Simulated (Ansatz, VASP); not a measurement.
# Mn in VASP and in Ansatz

INCAR

```
PREC = Accurate ; ENCUT = 520
EDIFF = 1E-6 ; ISMEAR = -1
SIGMA = 0.1 ; LREAL = F
LASPH = T ; NELM = 100
ALGO = Normal ; ISIF = 2
LWAVE = F ; LCHARG = F
GGA = B5 ; ALDAX = 1.0
AGGAX = 1.0 ; AGGAC = 1.0
ALDAC = 0.0 ; NBANDS = 12
```

KPOINTS

```
Automatic mesh
0
Gamma
  15 15 15
```

File POSCAR:

```
Mn
1.0
    2.2835545514      0.0000000000      0.0000000000
    0.0000000000      2.2835545514      0.0000000000
    0.0000000000      0.0000000000      2.2835545514
Mn
1
Direct
    0.0000000000      0.0000000000      0.0000000000
```

Input for Ansatz:

```yaml
crystal:
  lattice:
    - [2.2835545514, 0.0, 0.0]
    - [0.0, 2.2835545514, 0.0]
    - [0.0, 0.0, 2.2835545514]
  atoms:
    - { symbol: Mn, position: [0.0, 0.0, 0.0] }
hamiltonian:
  xc: blyp
  pseudopotentials:
    kind: paw
    azcp:
      Mn: "pseudopotentials/Mn.paw.azcp"
basis:
  ecutwfc: 420
  fft_grid_basis: typed
kpoints:
  mp_grid: { grid: [15, 15, 15], shift: [0, 0, 0] }
magnetization:
  spin_polarized: false
scf:
  occupations: { method: fermi_dirac, width: 0.1 }
  lower_state_search: "off"
output:
  stress: true
```

Alike in both runs: task single point; functional BLYP; k mesh 15 × 15 × 15; occupations fermi-dirac, width 0.1 eV; no spin polarisation.

|  | VASP | Ansatz |
| --- | --- | --- |
| version | VASP 6.6.1 | Ansatz 0.2.0 |
| potentials or method | VASP PAW PBE potentials, release 64 (Mn_pv), cutoff 520 eV | plane waves (420 eV) with PAW, scalar-relativistic |
| valence electrons in the cell | 13 | 15 |

|  | VASP | Ansatz | Ansatz less VASP |
| --- | --- | --- | --- |
| pressure (GPa) | 8.7 | 8.4 | -0.39 |

VASP's potentials were made for PBE, not for BLYP. VASP's potentials hold 13 valence electrons a cell and Ansatz's 15, so a difference there can come from the potentials and not from the codes.
